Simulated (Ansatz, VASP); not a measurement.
PtSe2 in VASP and in Ansatz

The input INCAR:

```
PREC     = Accurate       # precision mode
ENCUT    = 520            # plane-wave cutoff, eV
EDIFF    = 1E-6           # SCF threshold, eV
ISMEAR   = 0              # smearing method
SIGMA    = 0.15           # smearing width, eV
LREAL    = False          # projectors in reciprocal space
LASPH    = True           # aspherical terms in the spheres
NELM     = 60             # most SCF steps
ALGO     = Normal         # electronic algorithm
ISIF     = 2              # what is computed and relaxed
LWAVE    = False          # write WAVECAR
LCHARG   = False          # write CHGCAR
GGA      = PE             # functional
NBANDS   = 18             # bands
```

File KPOINTS:

```
Automatic mesh
0
Gamma
  12 12 10
```

The input POSCAR:

```
PtSe2
1.0
    3.7240006046      0.0000000000      0.0000000000
   -1.8620003023      3.3943957815      0.0000000000
    0.0000000000      0.0000000000      5.0620000000
Pt Se
1 2
Direct
    0.0000000000      0.0000000000      0.0000000000
    0.3333333333      0.6666666667      0.2500000000
    0.6666666667      0.3333333333      0.7500000000
```

Input for Ansatz:

```yaml
crystal:
  lattice:
    - [3.7240006046, 0.0, 0.0]
    - [-1.8620003023, 3.3943957815, 0.0]
    - [0.0, 0.0, 5.062]
  atoms:
    - { symbol: Pt, position: [0.0, 0.0, 0.0] }
    - { symbol: Se, position: [0.3333333333, 0.6666666667, 0.25] }
    - { symbol: Se, position: [0.6666666667, 0.3333333333, 0.75] }
basis:
  ecutwfc: 420
kpoints:
  mp_grid: { grid: [12, 12, 10] }
hamiltonian:
  xc: pbe
scf:
  occupations: { method: gaussian, width: 0.15 }
output:
  forces: true
  stress: true
  eigenvalues: true
```

Change from the starting cell: strain +0.0525 x Voigt [0, 1, 0, 0, 0, 0], atoms carried along.

Alike in both runs: task single point; functional PBE; k mesh 12 × 12 × 10; occupations gaussian, width 0.15 eV; no spin polarisation.

|  | VASP | Ansatz |
| --- | --- | --- |
| version | VASP 6.6.1 | Ansatz 0.2.0 |
| potentials or method | VASP PAW PBE potentials, release 64 (Pt, Se), cutoff 520 eV | scalar-relativistic, plane waves, PAW |
| valence electrons in the cell | 22 | 50 |

VASP gave:

* gap on the k mesh at the Fermi level (eV): none
* pressure (GPa): 0.1
* traceless stress, the component that is largest in VASP (GPa): -3.83
* rms of the force components (eV/Å): 0.082

Which values does Ansatz return?

gap on the k mesh at the Fermi level (eV): none; pressure (GPa): 0.2; traceless stress, the component that is largest in VASP (GPa): -3.83; rms of the force components (eV/Å): 0.082.

Atom by atom the forces differ by 0.001 eV/Å (rms over components). A gap of «none» marks a metal or a gap that the smearing closes. VASP's potentials hold 22 valence electrons a cell and Ansatz's 50, so a difference there can come from the potentials and not from the codes.

Neither program's run includes spin-orbit coupling.
